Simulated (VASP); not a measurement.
Wanted: the native input for a VASP 6.6.1 run.

```yaml
Task: single point
Functional: LDA
Potentials_or_basis: VASP PAW LDA potentials, release 64 (Sb, Pd)
Cutoff: 520 eV
k_mesh: 6 × 6 × 6
Occupations: methfessel-paxton, width 0.1 eV
Spin: no spin polarisation
Dipole_correction: no
Further_INCAR_settings: ALGO = Normal; EDIFF = 1e-06; NBANDS = 26
```

The structure of SbPd3 lies in POSCAR:

```
SbPd3
1.0
    3.8875526620      0.0000000000      0.0000000000
    0.0000000000      3.8875526620      0.0000000000
    0.0000000000      0.0000000000      3.8875526620
Sb Pd
1 3
Direct
    0.0000000000      0.0000000000      0.0000000000
    0.0000000000      0.5000000000      0.5000000000
    0.5000000000      0.0000000000      0.5000000000
    0.5000000000      0.5000000000      0.0000000000
```

These files were run (other wordings do the same):

INCAR

```
SYSTEM = SbPd3
PREC = Accurate
ENCUT = 520
EDIFF = 1E-6
ISMEAR = 1
SIGMA = 0.1
LREAL = .FALSE.
LASPH = .TRUE.
NELM = 60
ALGO = Normal
ISIF = 2
LWAVE = .FALSE.
LCHARG = .FALSE.
NBANDS = 26
```

KPOINTS

```
Automatic mesh
0
G
  6 6 6
  0 0 0
```

Potentials or basis: VASP PAW LDA potentials, release 64 (Sb, Pd).

The run is started by

```bash
$ cat potpaw_LDA.64/Sb/POTCAR potpaw_LDA.64/Pd/POTCAR > POTCAR
$ mpirun -np 1 vasp_std > vasp.out
```

Results of the run:

```json
{
 "Pressure": "12.0 GPa"
}
```

Wall time 19 s on 1 thread of AMD EPYC 7R43 64-Core Processor (Zen 3) (shared host), peak memory 0.13 GiB.
